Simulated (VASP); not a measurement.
**LiCl: single point with PBE**

The system is LiCl.

```xyz
2
Lattice="0.0000 2.4678 2.4678 2.4678 0.0000 2.4678 2.4678 2.4678 0.0000" Properties=species:S:1:pos:R:3 pbc="T T T"
Li    0.0000    0.0000    0.0000
Cl    2.4678    2.4678    2.4678
```

This cell differs from its parent crystal: volume changed by -10%.

* Program: VASP 6.6.1
* Task: single point
* Functional: PBE
* Potentials or basis: VASP PAW PBE potentials, release 64 (Li_sv, Cl)
* Cutoff: 520 eV
* k mesh: 4 × 4 × 4
* Occupations: gaussian, width 0.01 eV
* Spin: no spin polarisation

- Band gap on the k mesh: 6.87 eV, indirect (least direct gap 7.06 eV)

Levels at points of the mesh, in eV from the valence-band top:
```csv
k point,band 1,band 2,band 3,band 4,band 5,band 6,band 7,band 8,band 9,band 10
"(0.00, 0.00, 0.00)",-43.37,-13.84,0.00,0.00,0.00,7.06,12.01,12.01,12.01,14.93
"(0.50, 0.00, 0.00)",-43.36,-13.10,-3.31,-0.31,-0.31,6.87,9.52,9.52,14.23,17.64
"(0.50, 0.50, 0.00)",-43.36,-12.77,-3.46,-1.34,-1.34,8.08,8.13,13.48,15.03,15.03
```

Run time: 12 s on 1 thread of AMD EPYC 7R13, on a shared host, peak memory 0.11 GiB.

Caveat: the k points lie up to 0.55 Å⁻¹ apart. A k mesh can miss the band edges.
